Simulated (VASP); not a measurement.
Runs of VASP 6.6.1 on CdTe. The structure is that of space group F-43m (No. 216), or close to it. The cells are those of the table. 

| task | level | potentials or basis | cell | cutoff (eV) | gap on the mesh (eV) | pressure (GPa) | relaxed volume (Å³/atom) |
| --- | --- | --- | --- | --- | --- | --- | --- |
| relaxation of cell and atoms | PBE | VASP PAW PBE potentials, release 64 (Cd, Te) | relaxed from a = 4.533 Å, angles 60.0°, 2 atoms | 600 | 0.58 | 0.0 | 36.30 |
| single point | PBEsol | VASP PAW PBE potentials, release 64 (Cd, Te) | a = 4.589 Å, angles 60.0°, 2 atoms | 520 | 0.65 | 0.2 | - |
| single point | r2SCAN | VASP PAW PBE potentials, release 64 (Cd, Te) | a = 4.574 Å, angles 60.0°, 2 atoms | 520 | (b) | (c) | - |
| single point | PBE | VASP PAW PBE potentials, release 64 (Cd, Te) | a = 4.679 Å, angles 60.0°, 2 atoms | 520 | 0.58 | 0.1 | - |
| single point | r2SCAN | VASP PAW PBE potentials, release 64 (Cd, Te) | a = 4.606 Å, angles 60.0°, 2 atoms | 520 | 1.22 | 1.0 | - |
| relaxation of cell and atoms | PBEsol | VASP PAW PBE potentials, release 64 (Cd, Te) | relaxed from a = 4.533 Å, angles 60.0°, 2 atoms | 600 | 0.64 | 0.0 | 34.26 |
| single point | r2SCAN | VASP PAW PBE potentials, release 64 (Cd, Te) | a = 4.637 Å, angles 60.0°, 2 atoms | 520 | 1.16 | 0.1 | - |
| single point | r2SCAN | VASP PAW PBE potentials, release 64 (Cd, Te) | a = 4.698 Å, angles 60.0°, 2 atoms | 520 | 1.03 | -1.3 | - |
| relaxation of the atoms | r2SCAN | VASP PAW PBE potentials, release 64 (Cd, Te) | atoms relaxed from a = 4.637 Å, angles 60.0°, 2 atoms | 520 | 1.16 | 0.1 | - |
| relaxation of cell and atoms | LDA | VASP PAW LDA potentials, release 64 (Cd, Te) | relaxed from a = 4.533 Å, angles 60.0°, 2 atoms | 600 | 0.63 | 0.0 | 33.12 |
| single point | r2SCAN | VASP PAW PBE potentials, release 64 (Cd, Te) | a = 4.542 Å, angles 60.0°, 2 atoms | 520 | 1.36 | (a) | - |

Alike in all rows: no spin polarisation; k mesh 8 × 8 × 8; smearing fermi-dirac 0.02 eV.

Question: Fill in the values left out.

Answer: (a) 3.0; (b) 1.29; (c) 2.0.

Caveats: spin-orbit coupling is left out, which moves the levels of the heavy elements; the PAW data sets were made with another functional, which shifts forces and pressure a little (some runs); the volume moved by +10 % from the deposited cell, more than functionals usually miss (some runs); the relaxation stopped at its first step, so nothing moved (some runs).

A k mesh can miss the band edges, and the runs leave out spin-orbit coupling on Cd, Te.
